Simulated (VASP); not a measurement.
Input of a VASP 6.6.1 run:

INCAR

```
PREC     = Accurate       # precision mode
ENCUT    = 600            # plane-wave cutoff, eV
EDIFF    = 1E-7           # SCF threshold, eV
ISMEAR   = -1             # smearing method
SIGMA    = 0.05           # smearing width, eV
LREAL    = False          # projectors in reciprocal space
LASPH    = True           # aspherical terms in the spheres
NELM     = 60             # most SCF steps
ALGO     = Normal         # electronic algorithm
ISIF     = 3              # what is computed and relaxed
LWAVE    = False          # write WAVECAR
LCHARG   = False          # write CHGCAR
GGA      = RP             # functional
IVDW     = 12             # dispersion correction
IBRION   = 2              # ionic algorithm
NSW      = 60             # ionic steps
EDIFFG   = -0.01          # ionic threshold
```

Contents of KPOINTS:

```
regular mesh
0
Gamma
  7 7 7
```

The input POSCAR:

```
PbSe
1.0
    3.7843220000      0.0000000000      0.0000000000
    0.0000000000      3.7843220000      0.0000000000
    0.0000000000      0.0000000000      3.7843220000
Pb Se
1 1
Direct
    0.0000000000      0.0000000000      0.0000000000
    0.5000000000      0.5000000000      0.5000000000
```

Potentials or basis: VASP PAW PBE potentials, release 64 (Pb_d, Se).

Command:

```bash
$ cat potpaw_PBE.64/Pb_d/POTCAR potpaw_PBE.64/Se/POTCAR > POTCAR
$ mpirun -np 1 vasp_std > vasp.out
```

Problem. What does it give for the relaxed cell?

Solution. a = 3.421 Å, b = 3.421 Å, c = 3.421 Å, α = 90.00°, β = 90.00°, γ = 90.00°.

Problem. What does it give for the space group after relaxing (to 0.05 Å)?

Solution. Pm-3m (No. 221).

The path:
```tsv
step	energy change (eV)	largest force (eV/Å)	pressure (GPa)	volume (Å³)
1	0.0000	0.0000	-16.65	54.20
2	-0.7165	0.0000	19.05	34.98
3	-0.9764	0.0000	-0.08	40.06
4	-0.9760	0.0000	0.59	39.81
5	-0.9761	0.0000	-0.46	40.21
6	-0.9764	0.0000	0.01	40.03
```

Caveat: the volume moved by over 15 % at a fixed basis, so the end points are rough; the PAW data sets were made with another functional, which shifts forces and pressure a little; pairwise dispersion overbinds metals, which lowers pressure and volume.
